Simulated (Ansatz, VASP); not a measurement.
**Two plane-wave programs on BN**

Contents of INCAR:

```
PREC = Accurate
ENCUT = 520
EDIFF = 1E-6
ISMEAR = 0
SIGMA = 0.05
LREAL = False
LASPH = True
NELM = 100
ALGO = Normal
ISIF = 2
LWAVE = False
LCHARG = False
GGA = PE
NBANDS = 16
```

The input KPOINTS:

```
Automatic mesh
0
Gamma
  12 12 6
```

The input POSCAR:

```
BN
1.0
    2.5539396017      0.0000000000      0.0000000000
   -1.2769698009      2.2117765748      0.0000000000
    0.0000000000      0.0000000000      4.2268550000
B N
2 2
Direct
    0.5492010853      0.3333333333      0.9287492445
    0.3333333333      0.6666666667      0.4997240000
    0.6666666667      0.3333333333      0.6252760000
    0.3333333333      0.6666666667      0.1252760000
```

Input for Ansatz:

```yaml
crystal:
  lattice:
    - [2.5539396017, 0.0, 0.0]
    - [-1.2769698009, 2.2117765748, 0.0]
    - [0.0, 0.0, 4.226855]
  atoms:
    - { symbol: B, position: [0.5492010853, 0.3333333333, 0.9287492445] }
    - { symbol: B, position: [0.3333333333, 0.6666666667, 0.499724] }
    - { symbol: "N", position: [0.6666666667, 0.3333333333, 0.625276] }
    - { symbol: "N", position: [0.3333333333, 0.6666666667, 0.125276] }
basis:
  ecutwfc: 420
kpoints:
  mp_grid: { grid: [12, 12, 6] }
hamiltonian:
  xc: pbe
scf:
  occupations: { method: gaussian, width: 0.05 }
output:
  forces: true
  stress: true
  eigenvalues: true
```

Alike in both runs: task single point; functional PBE; k mesh 12 × 12 × 6; occupations gaussian, width 0.05 eV; no spin polarisation.

|  | VASP | Ansatz |
| --- | --- | --- |
| version | VASP 6.6.1 | Ansatz 0.2.0 |
| potentials or method | VASP PAW PBE potentials, release 64 (B, N), cutoff 520 eV | scalar-relativistic, plane waves, PAW |
| valence electrons in the cell | 16 | 16 |

VASP gave:

```
gap on the k mesh at the Fermi level (eV)                     : 1.01
least direct gap on the mesh (eV)                             : 4.10
pressure (GPa)                                                : 22.7
traceless stress, the component that is largest in VASP (GPa) : -10.92
rms of the force components (eV/Å)                            : 4.686
```

Which values does Ansatz return?

gap on the k mesh at the Fermi level (eV): 1.02; least direct gap on the mesh (eV): 4.11; pressure (GPa): 22.5; traceless stress, the component that is largest in VASP (GPa): -10.83; rms of the force components (eV/Å): 4.680.

Atom by atom the forces differ by 0.009 eV/Å (rms over components).
